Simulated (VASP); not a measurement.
B17BrN17 (a cell with a defect): single point with PBE

System: B17BrN17 (a cell with a defect).

```
B N Br
1.0
     7.46503    0.00000    0.00000
    -3.73252    6.46491    0.00000
     0.00000    0.00000    6.49548
B N Br
17 17 1
Direct
  0.10455 0.21799 0.25251
  0.20124 0.10671 0.75605
  0.10470 0.55102 0.24973
  0.21647 0.44221 0.72969
  0.10435 0.88396 0.25393
  0.22713 0.78166 0.74637
  0.43796 0.21817 0.26792
  0.57878 0.10776 0.74610
  0.43808 0.55144 0.26315
  0.43775 0.88396 0.25318
  0.55644 0.76805 0.74833
  0.77180 0.21802 0.25248
  0.88547 0.09981 0.71908
  0.77157 0.55144 0.26337
  0.89840 0.44460 0.72440
  0.77134 0.88429 0.25279
  0.88725 0.76889 0.74649
  0.10412 0.21846 0.72323
  0.21546 0.10705 0.25792
  0.11774 0.56112 0.72725
  0.21556 0.44032 0.25231
  0.11519 0.89099 0.75078
  0.21539 0.77367 0.25124
  0.54857 0.10723 0.25763
  0.43050 0.54631 0.74843
  0.54877 0.44069 0.27593
  0.45029 0.89035 0.75205
  0.54883 0.77386 0.25502
  0.78735 0.21956 0.71132
  0.88212 0.10704 0.24745
  0.79104 0.54987 0.74432
  0.88188 0.44023 0.25220
  0.77677 0.87923 0.74006
  0.88205 0.77366 0.25516
  0.49781 0.32027 0.82753
```

```
Program             : VASP 6.6.1
Task                : single point
Functional          : PBE
Potentials or basis : VASP PAW PBE potentials, release 64 (B, N, Br)
Cutoff              : 520 eV
k mesh              : 1 × 1 × 1, shifted
Occupations         : gaussian, width 0.01 eV
Spin                : no spin polarisation
```

| Item | Value |
| --- | --- |
| Largest force | 0.033 eV/Å |

Forces in eV/Å, atoms in the order of the input:
```
B   -0.001 -0.002  0.000
B    0.016 -0.027  0.009
B   -0.003  0.004 -0.003
B   -0.009 -0.015 -0.004
B   -0.005  0.001 -0.004
B    0.008 -0.007  0.004
B   -0.005 -0.002 -0.007
B   -0.021  0.003  0.004
B   -0.006  0.000 -0.002
B    0.001 -0.006 -0.001
B    0.018 -0.012 -0.009
B    0.002  0.003 -0.003
B    0.005 -0.002 -0.011
B   -0.001  0.005 -0.003
B    0.006 -0.008 -0.007
B   -0.003 -0.003  0.000
B   -0.013 -0.024 -0.004
N   -0.001  0.026 -0.001
N    0.001 -0.002  0.001
N    0.009  0.011  0.010
N    0.002 -0.002 -0.001
N   -0.004  0.028  0.001
N    0.002  0.004 -0.001
N    0.002 -0.002  0.004
N    0.013  0.017  0.006
N    0.002  0.000 -0.001
N   -0.002  0.002  0.007
N    0.004  0.003 -0.003
N   -0.001 -0.001  0.003
N    0.003 -0.002 -0.002
N   -0.021  0.023  0.011
N    0.002  0.001 -0.004
N   -0.002  0.004  0.006
N    0.001  0.001 -0.002
Br  -0.001 -0.018  0.008
```

Levels at points of the mesh, in eV from the Fermi level:
```tsv
k point	band 69	band 70	band 71	band 72	band 73	band 74
(0.25, 0.25, 0.25)	-0.42	-0.39	-0.06	1.05	3.87	4.37
```

Run time: 3.1 min on 1 thread of Intel Xeon 8259CL (shared host), peak memory 0.37 GiB.

Caveat: the cell carries a net charge on a neutralising background, which shifts energy and pressure; the cell is charged against a uniform background, so pressure and absolute levels hang on convention.
